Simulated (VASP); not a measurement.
Input of a VASP 6.6.1 run:

The input INCAR:

```
ALGO     = Normal         # electronic algorithm
EDIFF    = 1E-7           # SCF threshold, eV
ENCUT    = 520            # plane-wave cutoff, eV
GGA      = PS             # functional
GGA_COMPAT= False        
ISIF     = 2              # what is computed and relaxed
ISMEAR   = 0              # smearing method
LASPH    = True           # aspherical terms in the spheres
LCHARG   = False          # write CHGCAR
LORBIT   = 11             # projections on sites
LORBMOM  = True         
LREAL    = False          # projectors in reciprocal space
LSORBIT  = True           # spin-orbit coupling
LWAVE    = False          # write WAVECAR
MAGMOM   = 0 0 0 0 0 0    # initial moments
NBANDS   = 30             # bands
NELM     = 150            # most SCF steps
PREC     = Accurate       # precision mode
SIGMA    = 0.1            # smearing width, eV
```

The input KPOINTS:

```
k-points
0
Gamma
  12 12 12
```

The input POSCAR:

```
GaSb
1.0
    0.0000000000      3.0556142712      3.0556142712
    3.0556142712      0.0000000000      3.0556142712
    3.0556142712      3.0556142712      0.0000000000
Ga Sb
1 1
Direct
    0.0000000000      0.0000000000      0.0000000000
    0.2500000000      0.2500000000      0.2500000000
```

Potentials or basis: VASP PAW PBE potentials, release 64 (Ga_d, Sb).

Launch:

```console
$ cat potpaw_PBE.64/Ga_d/POTCAR potpaw_PBE.64/Sb/POTCAR > POTCAR
$ mpirun -np 1 vasp_ncl > vasp.out
```

Task: Predict the net moment.

Result: 0.00 μB per cell.

Task: Estimate the pressure.

Result: 0.2 GPa.

Moments on the atoms (μB; x, y, z):
```
Ga  0.00 0.00 0.00
Sb  0.00 0.00 0.00
```

Caveat: the PAW data sets were made with another functional, which shifts forces and pressure a little.
